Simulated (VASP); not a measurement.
# BaHfO3 (Pm-3m) in VASP: further runs

BaHfO3 is run at these levels: HSE06; tasks: single point.

All numbers are computed with VASP 6.6.1; they aren't measurements. Logs are shortened: lines on timing, memory, paths and dates and some standing lists are left out, and cuts for length are marked.

### 1 The cell of the first run

It takes space group Pm-3m (No. 221, cubic). The conventional cell has a = 4.010 Å, b = 4.010 Å, c = 4.010 Å, α = 90.00°, β = 90.00°, γ = 90.00°. Ba (site symmetry m-3m) has 12 O at 2.84 Å and 8 Hf at 3.47 Å within 3.7 Å. Within 2.7 Å of Hf (site symmetry m-3m) lie 6 O at 2.00 Å. O (site symmetry 4/mmm) has 2 Hf at 2.00 Å within 2.7 Å.

### 2 Single point, HSE06 (strain -4.0%)

Contents of POSCAR:

```
BaHfO3
1.0
    4.0099764200      0.0000000000      0.0000000000
    0.0000000000      4.0099764200      0.0000000000
    0.0000000000      0.0000000000      4.0099764200
Ba Hf O
1 1 3
Direct
    0.0000000000      0.0000000000      0.0000000000
    0.5000000000      0.5000000000      0.5000000000
    0.5000000000      0.5000000000      0.0000000000
    0.5000000000      0.0000000000      0.5000000000
    0.0000000000      0.5000000000      0.5000000000
```

Contents of INCAR.step1:

```
SYSTEM = BaHfO3
PREC = Accurate
ENCUT = 520
EDIFF = 1E-5
ISMEAR = 0
SIGMA = 0.01
LREAL = .FALSE.
LASPH = .TRUE.
NELM = 100
ALGO = Normal
ISIF = 2
LWAVE = .TRUE.
GGA = PE
NBANDS = 27
```

Contents of INCAR.step2:

```
SYSTEM = BaHfO3
PREC = Accurate
ENCUT = 520
EDIFF = 1E-7
ISMEAR = 0
SIGMA = 0.01
LREAL = .FALSE.
LASPH = .TRUE.
NELM = 100
ALGO = Normal
ISIF = 2
LWAVE = .FALSE.
LCHARG = .TRUE.
GGA = PE
LHFCALC = .TRUE.
HFSCREEN = 0.2079
PRECFOCK = Fast
LELF = .TRUE.
LVHAR = .TRUE.
ISTART = 1
NBANDS = 27
```

Contents of KPOINTS:

```
regular mesh
0
G
  4 4 4
  0 0 0
```

Potentials or basis: VASP PAW PBE potentials, release 64 (Ba_sv, Hf_pv, O).

The run is started by

```bash
> cat potpaw_PBE.64/Ba_sv/POTCAR potpaw_PBE.64/Hf_pv/POTCAR potpaw_PBE.64/O/POTCAR > POTCAR
> cp INCAR.step1 INCAR
> mpirun -np 1 vasp_std > vasp.out
> cp INCAR.step2 INCAR
> mpirun -np 1 vasp_std > vasp.out
```

OUTCAR:

```text
SYSTEM = BaHfO3
   PREC = Accurate
   ENCUT = 520
   EDIFF = 1E-7
   ISMEAR = 0
   LREAL = .FALSE.
   LASPH = .TRUE.
   NELM = 100
   ISIF = 2
   GGA = PE
   LHFCALC = .TRUE.
   HFSCREEN = 0.2079
   PRECFOCK = Fast
   ISTART = 1

 ion  position               nearest neighbor table
   1  0.000  0.000  0.000-   3 2.84   4 2.84   5 2.84   4 2.84   5 2.84   3 2.84   5 2.84   5 2.84
                             3 2.84   4 2.84   4 2.84   3 2.84   2 3.47   2 3.47   2 3.47   2 3.47
   2  0.500  0.500  0.500-   3 2.00   4 2.00   5 2.00   3 2.00   4 2.00   5 2.00   1 3.47   1 3.47
                             1 3.47   1 3.47   1 3.47   1 3.47   1 3.47   1 3.47
   3  0.500  0.500  0.000-   2 2.00   2 2.00   1 2.84   1 2.84   1 2.84   1 2.84
   4  0.500  0.000  0.500-   2 2.00   2 2.00   1 2.84   1 2.84   1 2.84   1 2.84
   5  0.000  0.500  0.500-   2 2.00   2 2.00   1 2.84   1 2.84   1 2.84   1 2.84

  LATTYP: Found a simple cubic cell.
 ALAT       =     4.0099764200

  Lattice vectors:

 A1 = (   4.0099764200,   0.0000000000,   0.0000000000)
 A2 = (   0.0000000000,   4.0099764200,   0.0000000000)
 A3 = (   0.0000000000,   0.0000000000,   4.0099764200)

Analysis of symmetry for initial positions (statically):
=====================================================================
 Subroutine PRICEL returns:
 Original cell was already a primitive cell.

 Routine SETGRP: Setting up the symmetry group for a
 simple cubic supercell.

 Subroutine GETGRP returns: Found 48 space group operations
 (whereof 48 operations were pure point group operations)
 out of a pool of 48 trial point group operations.

The static configuration has the point symmetry O_h .

Analysis of symmetry for dynamics (positions and initial velocities):
=====================================================================
 Subroutine PRICEL returns:
 Original cell was already a primitive cell.

 Routine SETGRP: Setting up the symmetry group for a
 simple cubic supercell.

 Subroutine GETGRP returns: Found 48 space group operations
 (whereof 48 operations were pure point group operations)
 out of a pool of 48 trial point group operations.

The dynamic configuration has the point symmetry O_h .

 Subroutine INISYM returns: Found 48 space group operations
 (whereof 48 operations are pure point group operations),
 and found     1 'primitive' translations

----------------------------------------------------------------------------------------

                                     Primitive cell

  volume of cell :      64.4801

  direct lattice vectors                    reciprocal lattice vectors
     4.009976420  0.000000000  0.000000000     0.249378025  0.000000000  0.000000000
     0.000000000  4.009976420  0.000000000     0.000000000  0.249378025  0.000000000
     0.000000000  0.000000000  4.009976420     0.000000000  0.000000000  0.249378025

  length of vectors
     4.009976420  4.009976420  4.009976420     0.249378025  0.249378025  0.249378025

  position of ions in fractional coordinates (direct lattice)
     0.000000000  0.000000000  0.000000000
     0.500000000  0.500000000  0.500000000
     0.500000000  0.500000000  0.000000000
     0.500000000  0.000000000  0.500000000
     0.000000000  0.500000000  0.500000000

  ion indices of the primitive-cell ions
   primitive index   ion index
                 1           1
                 2           2
                 3           3
                 4           4
                 5           5

----------------------------------------------------------------------------------------

 KPOINTS: regular mesh

Automatic generation of k-mesh.
 Grid dimensions read from file:
 generate k-points for:    4    4    4

 Generating k-lattice:

  Cartesian coordinates                     Fractional coordinates (reciprocal lattice)
     0.062344506  0.000000000  0.000000000     0.250000000  0.000000000  0.000000000
     0.000000000  0.062344506  0.000000000     0.000000000  0.250000000  0.000000000
     0.000000000  0.000000000  0.062344506     0.000000000  0.000000000  0.250000000

  Length of vectors
     0.062344506  0.062344506  0.062344506

  Shift w.r.t. Gamma in fractional coordinates (k-lattice)
     0.000000000  0.000000000  0.000000000

 Subroutine IBZKPT returns following result:
 ===========================================

 Found     10 irreducible k-points:

 Following reciprocal coordinates:
            Coordinates               Weight
  0.000000  0.000000  0.000000      1.000000
  0.250000  0.000000  0.000000      6.000000
  0.500000  0.000000  0.000000      3.000000
  0.250000  0.250000  0.000000     12.000000
  0.500000  0.250000  0.000000     12.000000
  0.500000  0.500000  0.000000      3.000000
  0.250000  0.250000  0.250000      8.000000
  0.500000  0.250000  0.250000     12.000000
  0.500000  0.500000  0.250000      6.000000
  0.500000  0.500000  0.500000      1.000000
   k-points           NKPTS =     10   k-points in BZ     NKDIM =     64   number of bands    NBANDS=     27
   number of dos      NEDOS =    301   number of ions     NIONS =      5
   total plane-waves  NPLWV =  27000
   dimension x,y,z NGX =    30 NGY =   30 NGZ =   30
   dimension x,y,z NGXF=    60 NGYF=   60 NGZF=   60
   ions per type =               1   1   3
   NGX,Y,Z   is equivalent  to a cutoff of  12.44, 12.44, 12.44 a.u.
   NGXF,Y,Z  is equivalent  to a cutoff of  24.87, 24.87, 24.87 a.u.
 SYSTEM =  BaHfO3
   PREC   = accura    normal or accurate (medium, high low for compatibility)
   ISTART =      1    job   : 0-new  1-cont  2-samecut
   ICHARG =      0    charge: 1-file 2-atom 10-const
   ISPIN  =      1    spin polarized calculation?
   LNONCOLLINEAR =      F non collinear calculations
   LSORBIT =      F    spin-orbit coupling
   LASPH  =      T    aspherical Exc in radial PAW
   ENCUT  =  520.0 eV  38.22 Ry    6.18 a.u.   7.46  7.46  7.46*2*pi/ulx,y,z
   NELM   =    100;   NELMIN=  2; NELMDL=  0     # of ELM steps
   EDIFF  = 0.1E-06   stopping-criterion for ELM
   LREAL  =      F    real-space projection
   EDIFFG = 0.1E-05   stopping-criterion for IOM
   NSW    =      0    number of steps for IOM
   IBRION =     -1    ionic relax: 0-MD 1-quasi-New 2-CG
   NFREE  =      0    steps in history (QN), initial steepest desc. (CG)
   ISIF   =      2    stress and relaxation
   ISYM   =      3    0-nonsym 1-usesym 2-fastsym
   POTIM  = 0.5000    time-step for ionic-motion
   TEBEG  =    0.0;   TEEND  =   0.0 temperature during run
   PSTRESS=    0.0 pullay stress
   NELECT =      38.0000    total number of electrons
   NUPDOWN=      -1.0000    fix difference up-down
   EMIN   =  10.00;   EMAX   =-10.00  energy-range for DOS
   EFERMI =   0.00;   METHOD = LEGACY
   ISMEAR =     0;   SIGMA  =   0.01  broadening in eV -4-tet -1-fermi 0-gaus
   EFERMI_NEDOS =   21; number of points for ismear=-14 and -15
   IALGO  =     38    algorithm
   IMIX   =      1    mixing-type and parameters
     AMIX     =   0.40;   BMIX     =  1.00
     AMIX_MAG =   1.60;   BMIX_MAG =  1.00
  volume/ion in A,a.u.               =      12.90        87.03
  Fermi-wavevector in a.u.,A,eV,Ry     =   1.372548  2.593740 25.631853  1.883888
  Thomas-Fermi vector in A             =   2.498145
   LORBIT       =      0    0 simple, 1 ext, 2 COOP (PROOUT), +10 PAW based schemes
   GGA     = PE    functional components
   LHFCALC =     T    Hartree Fock is set to
   PRECFOCK=fast      Normal, Fast or Accurate (Low or Medium for compatibility)
   ENCUT4O =  -1.0   cutoff for four orbital integrals eV
   NKREDX  =     1    reduce k-point grid by
   NKREDY  =     1    reduce k-point grid by
   NKREDZ  =     1    reduce k-point grid by
   AEXX    =    0.2500 exact exchange contribution
   HFSCREEN=    0.2079 screening length (either q_TF or 0.3 A-1)
   HFSCREENC=   0.2079 screening length for correlation (either q_TF or 0.3 A-1)
   ENCUTFOCK=  -1.0 apply spherical cutoff to Coloumb kernel
   IVDW    =     0    specifies the selected vdW correction
   LEPSILON=     F    determine dielectric tensor
   LRPA    =     F    only Hartree local field effects (RPA)
 non-spin polarized calculation
 Gauss-broadening in eV      SIGMA  =   0.01
  energy-cutoff  :      520.00
  volume of cell :       64.48
 maximum number of plane-waves:      1763
 NGX is ok and might be reduce to    30
  NGX = 16; NGY = 16; NGZ = 16

 number of electron      37.9999978 magnetization

 Free energy of the ion-electron system (eV)
  ---------------------------------------------------
  ext. energy  EPLUGINS =         0.00000000
  ---------------------------------------------------
  free energy    TOTEN  =       -51.11635042 eV

  energy without entropy =      -51.11635042  energy(sigma->0) =      -51.11635042

 E-fermi :   2.2118     XC(G=0):  -9.4038

 val. band max:        2.0927587261   @ k =   0.5000   0.5000   0.5000
 cond. band min:       7.3789356560   @ k =   0.0000   0.0000   0.0000
 fundamental gap:      5.2861769299
 Fermi energy:         2.2117690234

 k-point     1 :       0.0000    0.0000    0.0000
  band No.  band energies     occupation
      1     -27.5754      2.00000
      2     -27.5754      2.00000
      3     -27.5754      2.00000
      4     -24.1923      2.00000
      5     -16.4477      2.00000
      6     -15.9734      2.00000
[... 19 lines left out ...]
     26      13.5463      0.00000
     27      13.5463      0.00000

 k-point     2 :       0.2500    0.0000    0.0000
  band No.  band energies     occupation
      1     -27.7323      2.00000
      2     -27.5693      2.00000
      3     -27.5693      2.00000
      4     -24.0980      2.00000
      5     -16.5503      2.00000
      6     -15.9543      2.00000
[... 19 lines left out ...]
     26      12.5868      0.00000
     27      13.7945      0.00000

 k-point     3 :       0.5000    0.0000    0.0000
  band No.  band energies     occupation
      1     -27.8789      2.00000
      2     -27.5632      2.00000
      3     -27.5632      2.00000
      4     -24.0058      2.00000
      5     -16.7481      2.00000
      6     -15.9353      2.00000
[... 174 lines left out ...]
      1     -27.8395      2.00000
      2     -27.8395      2.00000
      3     -27.6956      2.00000
      4     -23.9253      2.00000
      5     -15.5141      2.00000
      6     -14.7803      2.00000
[... 19 lines left out ...]
     26      13.3848      0.00000
     27      14.3461      0.00000

 k-point    10 :       0.5000    0.5000    0.5000
  band No.  band energies     occupation
      1     -27.8320      2.00000
      2     -27.8319      2.00000
      3     -27.8319      2.00000
      4     -23.8875      2.00000
      5     -14.6975      2.00000
      6     -14.6975      2.00000
[... 19 lines left out ...]
     26      13.9970      0.00000
     27      13.9970      0.00000

------------------------ aborting loop because EDIFF is reached ----------------------------------------

  FORCE on cell =-STRESS in cart. coord.  units (eV):
  Direction    XX          YY          ZZ          XY          YZ          ZX
  --------------------------------------------------------------------------------------
  -------------------------------------------------------------------------------------
  Total       10.2985664     10.2985664     10.2985664      0.0000000     -0.0000000     -0.0000000
  in kB      255.8950597    255.8950597    255.8950597      0.0000000     -0.0000000     -0.0000000
  external PRESSURE =     255.8950597 kB  Pullay stress =       0.0000000 kB

 VOLUME and BASIS-vectors are now :
 -----------------------------------------------------------------------------
  energy-cutoff  :      520.00
  volume of cell :       64.48
      direct lattice vectors                 reciprocal lattice vectors
     4.009976420  0.000000000  0.000000000     0.249378025  0.000000000  0.000000000
     0.000000000  4.009976420  0.000000000     0.000000000  0.249378025  0.000000000
     0.000000000  0.000000000  4.009976420     0.000000000  0.000000000  0.249378025

 POSITION                                       TOTAL-FORCE (eV/Angst)
 -----------------------------------------------------------------------------------
      0.00000      0.00000      0.00000         0.000000      0.000000      0.000000
      2.00499      2.00499      2.00499         0.000000      0.000000      0.000000
      2.00499      2.00499      0.00000         0.000000      0.000000      0.000000
      2.00499      0.00000      2.00499         0.000000      0.000000      0.000000
      0.00000      2.00499      2.00499         0.000000      0.000000      0.000000
 -----------------------------------------------------------------------------------
    total drift:                               -0.000000     -0.000000      0.000000

  FREE ENERGIE OF THE ION-ELECTRON SYSTEM (eV)
  ---------------------------------------------------
  free  energy   TOTEN  =       -51.1163504188 eV

  energy  without entropy=      -51.1163504188  energy(sigma->0) =      -51.11635042
```

It took 12 min on 1 thread of Intel Xeon Platinum 8259CL at 2.50GHz (Skylake/Cascade Lake), shared host; peak memory 0.29 GiB.

What came out:

```yaml
Free_energy: -51.1164 eV
Pressure: 25.6 GPa
Band_gap_on_the_k_mesh: 5.29 eV (least direct gap 5.38 eV)
```

Levels at points of the mesh, in eV from the valence-band top:
```
           k point  band 16  band 17  band 18  band 19  band 20  band 21  band 22  band 23
(0.00, 0.00, 0.00)    -1.25    -0.09    -0.09    -0.09     5.29     5.29     5.29     6.35
(0.50, 0.00, 0.00)    -1.98    -1.98    -0.43    -0.43     6.03     8.61     8.94     8.94
(0.50, 0.50, 0.00)    -0.93    -0.93    -0.86    -0.09     8.78     8.78     9.04     9.17
(0.50, 0.50, 0.50)    -2.64     0.00     0.00     0.00     8.15     8.15     8.15    10.89
```

Caveat: the cell differs from its parent crystal (strain -4.0%); the cell stands under pressure; the PAW data sets were made with another functional, which shifts forces and pressure a little; spin-orbit coupling is left out, which moves the levels of the heavy elements. A k mesh can miss the band edges.

### 3 Single point, HSE06

This run uses another cell than the first one, of 14.58 Å³/atom.

POSCAR, as its differences from that of step 2:

```diff
@@ -2,5 +2,5 @@
 1.0
-    4.0099764200      0.0000000000      0.0000000000
-    0.0000000000      4.0099764200      0.0000000000
-    0.0000000000      0.0000000000      4.0099764200
+    4.1770587708      0.0000000000      0.0000000000
+    0.0000000000      4.1770587708      0.0000000000
+    0.0000000000      0.0000000000      4.1770587708
 Ba Hf O
```

Contents of INCAR.step1:

```
PREC = Accurate
ENCUT = 520
EDIFF = 1E-5
ISMEAR = 0
SIGMA = 0.01
LREAL = False
LASPH = True
NELM = 60
ALGO = Normal
ISIF = 2
LWAVE = True
LCHARG = False
GGA = PE
NBANDS = 27
```

Contents of INCAR.step2:

```
PREC = Accurate
ENCUT = 520
EDIFF = 1E-6
ISMEAR = 0
SIGMA = 0.01
LREAL = False
LASPH = True
NELM = 60
ALGO = Normal
ISIF = 2
LWAVE = False
LCHARG = False
GGA = PE
LHFCALC = True
HFSCREEN = 0.2079
PRECFOCK = Fast
ISTART = 1
NBANDS = 27
```

Contents of KPOINTS:

```
regular mesh
0
Gamma
  4 4 4
```

Potentials or basis: VASP PAW PBE potentials, release 64 (Ba_sv, Hf_pv, O).

The run is started by

```bash
> cat potpaw_PBE.64/Ba_sv/POTCAR potpaw_PBE.64/Hf_pv/POTCAR potpaw_PBE.64/O/POTCAR > POTCAR
> cp INCAR.step1 INCAR
> mpirun -np 1 vasp_std > vasp.out
> cp INCAR.step2 INCAR
> mpirun -np 1 vasp_std > vasp.out
```

It took 37 min on 1 thread of AMD EPYC 7R43 (Zen 3), shared host; peak memory 0.26 GiB.

Results (log left out):

- Free energy: -51.6799 eV
- Pressure: -1.5 GPa
- Band gap on the k mesh: 5.05 eV (least direct gap 5.30 eV)

Levels at points of the mesh, in eV from the valence-band top:
```tsv
k point	band 15	band 16	band 17	band 18	band 19	band 20	band 21	band 22	band 23	band 24
(0.00, 0.00, 0.00)	-1.06	-1.06	-0.25	-0.25	-0.25	5.05	5.05	5.05	6.19	6.19
(0.50, 0.00, 0.00)	-1.81	-1.81	-1.75	-0.61	-0.61	5.65	8.02	8.02	8.09	8.39
(0.50, 0.50, 0.00)	-2.53	-1.19	-0.99	-0.99	-0.08	7.91	7.91	8.23	8.57	9.93
(0.50, 0.50, 0.50)	-2.66	-2.66	0.00	0.00	0.00	7.60	7.60	7.60	9.65	9.65
```

Caveat: the PAW data sets were made with another functional, which shifts forces and pressure a little; spin-orbit coupling is left out, which moves the levels of the heavy elements.

(Part 1 of 2 ends here.)
